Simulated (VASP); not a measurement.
Set up this calculation in VASP 6.6.1, as the native input.

```yaml
Task: single point
Functional: LDA
Potentials_or_basis: VASP PAW LDA potentials, release 64 (Hf_pv, O)
Cutoff: 520 eV
k_mesh: 6 × 6 × 8
Occupations: gaussian, width 0.02 eV
Spin: no spin polarisation
Dipole_correction: no
Further_INCAR_settings: ALGO = Normal; EDIFF = 1e-06; NBANDS = 31
```

The structure of HfO2 lies in POSCAR:

```
HfO2
1.0
    4.7888991402      0.0000000000      0.0000000000
    0.0000000000      4.7888991402      0.0000000000
    0.0000000000      0.0000000000      3.0583858954
Hf O
2 4
Direct
    0.0000000000      0.0000000000      0.0000000000
    0.5000000000      0.5000000000      0.5000000000
    0.1979992334      0.8020007666      0.5000000000
    0.3020007666      0.3020007666      0.0000000000
    0.6979992334      0.6979992334      0.0000000000
    0.8020007666      0.1979992334      0.5000000000
```

This cell differs from its parent crystal: strain along c alone, the other axes held: -4.0 %, then relaxed in part.

These files were run (other wordings do the same):

INCAR

```
SYSTEM = HfO2
PREC     = Accurate       ! precision mode
ENCUT    = 520            ! plane-wave cutoff, eV
EDIFF    = 1E-6           ! SCF threshold, eV
ISMEAR   = 0              ! smearing method
SIGMA    = 0.02           ! smearing width, eV
LREAL    = .FALSE.        ! projectors in reciprocal space
LASPH    = .TRUE.         ! aspherical terms in the spheres
NELM     = 60             ! most SCF steps
ALGO     = Normal         ! electronic algorithm
ISIF     = 2              ! what is computed and relaxed
LWAVE    = .FALSE.        ! write WAVECAR
LCHARG   = .FALSE.        ! write CHGCAR
GGA      = CA             ! functional
NBANDS   = 31             ! bands
```

KPOINTS

```
Automatic mesh
0
G
  6 6 8
  0 0 0
```

Potentials or basis: VASP PAW LDA potentials, release 64 (Hf_pv, O).

Run with:

```sh
$ cat potpaw_LDA.64/Hf_pv/POTCAR potpaw_LDA.64/O/POTCAR > POTCAR
$ mpirun -np 1 vasp_std > vasp.out
```

It gave:

The pressure is 10.0 GPa and the largest force is 0.051 eV/Å. The band gap on the k mesh is 3.77 eV.

Caveat: the cell differs from its parent crystal (strain along c alone, the other axes held: -4.0 %, then relaxed in part); the stress differs along the axes, from 5 to 20 GPa; spin-orbit coupling is left out, which moves the levels of the heavy elements.

Run time: 100 s on 1 thread of Intel Xeon 8259CL (shared host), peak memory 0.21 GiB.
